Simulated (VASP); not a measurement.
Write the native input for VASP 6.6.1 that does the following.

```yaml
Task: single point
Functional: PBE
Potentials_or_basis: VASP PAW PBE potentials, release 64 (Cr_pv)
Cutoff: 500 eV
k_mesh: 4 × 4 × 4
Occupations: fermi-dirac, width 0.05 eV
Spin: collinear spin, antiferromagnetic start
Starting_moments: "[3.0, -3.0] μB"
Dipole_correction: no
Further_INCAR_settings: ALGO = Normal; EDIFF = 1e-06; NBANDS = 23
```

The structure of Cr lies in POSCAR:

```
Cr
1.0
    2.8866063080      0.0000000000      0.0000000000
    0.0000000000      2.8866063080      0.0000000000
    0.0000000000      0.0000000000      2.8866063080
Cr
2
Direct
    0.0000000000      0.0000000000      0.0000000000
    0.5000000000      0.5000000000      0.5000000000
```

The input as run:

INCAR

```
SYSTEM = Cr
ALGO = Normal
EDIFF = 1E-6
ENCUT = 500
GGA = PE
GGA_COMPAT = .False.
ISIF = 2
ISMEAR = -1
ISPIN = 2
LASPH = .True.
LCHARG = .False.
LMAXMIX = 4
LORBIT = 11
LREAL = .False.
LWAVE = .False.
MAGMOM = 3 -3
NBANDS = 23
NELM = 200
PREC = Accurate
SIGMA = 0.05
```

KPOINTS

```
k-points
0
Gamma
  4 4 4
  0 0 0
```

Potentials or basis: VASP PAW PBE potentials, release 64 (Cr_pv).

Launch:

```bash
$ cat potpaw_PBE.64/Cr_pv/POTCAR > POTCAR
$ mpirun -np 1 vasp_std > vasp.out
```

Results of the run:

```
Pressure                                              : -11.7 GPa
Band gap on the k mesh                                : zero (filled and empty bands overlap)
Net moment                                            : 0.00 μB per cell
Site moments                                          : Cr +0.17, -0.17 μB
Valence electrons inside the program's atomic spheres : Cr 10.98
```

Caveat: the k points lie up to 0.54 Å⁻¹ apart.

It took 16 s on 1 thread of Intel(R) Xeon(R) 6975P-C (Granite Rapids), on a shared host, peak memory 0.14 GiB.
